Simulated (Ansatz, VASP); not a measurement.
## One calculation of Bi, two programs

File INCAR:

```
  PREC = Accurate
  ENCUT = 600
  EDIFF = 1E-6
  ISMEAR = 0
  SIGMA = 0.1
  LREAL = False
  LASPH = True
  NELM = 80
  ALGO = Normal
  ISIF = 3
  LWAVE = False
  LCHARG = False
  GGA = PS
  IBRION = 2
  NSW = 80
  EDIFFG = -0.01
```

Contents of KPOINTS:

```
Automatic mesh
0
Gamma
  14 14 14
```

Contents of POSCAR:

```
Bi
1.0
    3.1954398599      0.0000000000      0.0000000000
    0.0000000000      3.1954398599      0.0000000000
    0.0000000000      0.0000000000      3.1954398599
Bi
1
Direct
    0.0000000000      0.0000000000      0.0000000000
```

Input for Ansatz:

```yaml
crystal:
  lattice:
    - [3.1954398599, 0.0, 0.0]
    - [0.0, 3.1954398599, 0.0]
    - [0.0, 0.0, 3.1954398599]
  atoms:
    - { symbol: Bi, position: [0.0, 0.0, 0.0] }
basis:
  ecutwfc: 420
kpoints:
  mp_grid: { grid: [14, 14, 14] }
hamiltonian:
  xc: pbesol
scf:
  occupations: { method: gaussian, width: 0.1 }
output:
  forces: true
  stress: true
  eigenvalues: true
relax:
  adjacent_minimum: "off"
  f_tol: 0.01
  max_steps: 60
  cell: { stress_tol: 0.1 }
```

Alike in both runs: task relaxation of cell and atoms; functional PBEsol; k mesh 14 × 14 × 14; occupations gaussian, width 0.1 eV; no spin polarisation.

|  | VASP | Ansatz |
| --- | --- | --- |
| version | VASP 6.6.1 | Ansatz 0.2.0 |
| potentials or method | VASP PAW PBE potentials, release 64 (Bi_d), cutoff 600 eV | scalar-relativistic, plane waves, PAW |
| valence electrons in the cell | 15 | 15 |

```tsv
	VASP	Ansatz	Ansatz less VASP
gap on the k mesh at the Fermi level, each at its own relaxed structure (eV)	none	none	-
relaxed volume (Å³/atom)	33.44	33.46	+0.013
relaxed cell length with the largest relative difference (Å)	3.222	3.222	+0.0004
```

VASP's potentials were made for PBE, not for PBEsol. A gap of «none» marks a metal or a gap that the smearing closes.

Spin-orbit coupling is off throughout.
